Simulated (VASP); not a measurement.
# Ta2Al3: relaxation of cell and atoms with PBE

The system is Ta2Al3.

```
Ta Al
1.0
     5.39833    0.00000    0.00000
    -2.69917    4.67509    0.00000
     0.00000    0.00000    4.86636
Ta Al
2 3
Direct
  0.00000 0.00000 0.50000
  0.00000 0.00000 0.00000
  0.50000 0.00000 0.50000
  0.00000 0.50000 0.50000
  0.50000 0.50000 0.50000
```

The cell was generated, and may not be a known phase.

```yaml
Program: VASP 6.6.1
Task: relaxation of cell and atoms
Functional: PBE
Potentials_or_basis: VASP PAW PBE potentials, release 64 (Ta_pv, Al)
Cutoff: 600 eV
k_mesh: 12 × 12 × 8
Occupations: gaussian, width 0.1 eV
Spin: no spin polarisation
Dipole_correction: no
Further_INCAR_settings: ALGO = Fast; EDIFF = 1e-06; IBRION = 2; EDIFFG = -0.01; NSW = 100; ISIF = 3
```

- Relaxed volume: 24.92 Å³/atom
- Relaxed cell: a = 5.405 Å, b = 5.405 Å, c = 4.925 Å, α = 90.00°, β = 90.00°, γ = 120.00°
- Space group after relaxing (to 0.1 Å): P6/mmm (No. 191)
- Energy gained by relaxing: 2.7 meV/atom
- Ionic steps: 3
- Pressure after relaxing: 0.0 GPa
- Band gap on the k mesh: zero (an odd number of electrons rules out a gap without spin polarisation)

The path:
```tsv
step	energy change (eV)	largest force (eV/Å)	pressure (GPa)	volume (Å³)
1	0.0000	0.0000	1.19	122.82
2	-0.0052	0.0000	-0.78	126.06
3	-0.0135	0.0000	0.00	124.60
```

Final structure:
```
Ta Al
1.0
     5.40510    0.00000    0.00000
    -2.70255    4.68095    0.00000
     0.00000    0.00000    4.92470
Ta Al
2 3
Direct
  0.00000 0.00000 0.50000
  0.00000 0.00000 0.00000
  0.50000 0.00000 0.50000
  0.00000 0.50000 0.50000
  0.50000 0.50000 0.50000
```

Levels at points of the mesh, in eV from the Fermi level:
| k point | band 11 | band 12 | band 13 | band 14 | band 15 | band 16 | band 17 | band 18 | band 19 |
| --- | --- | --- | --- | --- | --- | --- | --- | --- | --- |
| (0.00, 0.00, 0.00) | -2.68 | -2.44 | -2.44 | -1.12 | -1.12 | -0.99 | -0.71 | 0.97 | 1.70 |
| (0.50, 0.00, 0.00) | -2.86 | -2.81 | -2.55 | -1.58 | 0.11 | 0.88 | 0.90 | 1.29 | 1.93 |
| (0.00, 0.00, 0.50) | -2.55 | -1.82 | -1.82 | -0.37 | -0.37 | -0.23 | -0.23 | 0.89 | 1.12 |
| (0.50, 0.00, 0.50) | -2.51 | -2.40 | -1.15 | -0.83 | -0.18 | 0.30 | 0.51 | 1.10 | 1.31 |

It took 34 min on 1 thread of Intel Xeon 8259CL, with other jobs on the host, peak memory 0.49 GiB.

Caveat: spin-orbit coupling is left out, which moves the levels of the heavy elements.
